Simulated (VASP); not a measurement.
Here is a VASP 6.6.1 calculation.

Contents of INCAR:

```
  PREC = Accurate
  ENCUT = 520
  EDIFF = 1E-6
  ISMEAR = 0
  SIGMA = 0.01
  LREAL = F
  LASPH = T
  NELM = 100
  ALGO = Normal
  ISIF = 2
  LWAVE = F
  LCHARG = F
  GGA = PS
  NBANDS = 28
```

File KPOINTS:

```
Automatic mesh
0
Gamma
  6 6 6
```

Contents of POSCAR:

```
BaTiO3
1.0
    4.0636669038      0.0000000000      0.0000000000
    0.0000000000      2.8925396159      2.9009514217
    0.0000000000     -2.8925396159      2.9009514217
Ba Ti O
1 1 3
Direct
    0.0000000000      0.0000000000      0.0000000000
    0.5000000000      0.5124000000      0.5124000000
    0.0000000000      0.4874000000      0.4874000000
    0.5000000000      0.5052400000      0.9918400000
    0.5000000000      0.9918400000      0.5052400000
```

Potentials or basis: VASP PAW PBE potentials, release 64 (Ba_sv, Ti_sv, O).

Run with:

```sh
$ cat potpaw_PBE.64/Ba_sv/POTCAR potpaw_PBE.64/Ti_sv/POTCAR potpaw_PBE.64/O/POTCAR > POTCAR
$ mpirun -np 1 vasp_std > vasp.out
```

Question: Estimate the band gap on the k mesh.

Answer: 1.69 eV, indirect (least direct gap 1.94 eV).

Question: Estimate the pressure.

Answer: -10.7 GPa.

Forces on the atoms (eV/Å):
```
Ba   0.000  0.000  0.144
Ti   0.000  0.000  0.464
O    0.000  0.000  0.240
O    0.000  0.205 -0.424
O    0.000 -0.205 -0.424
```

Caveat: the PAW data sets were made with another functional, which shifts forces and pressure a little; spin-orbit coupling is left out, which moves the levels of the heavy elements. As with any semilocal functional, this PBEsol gap is likely too small.
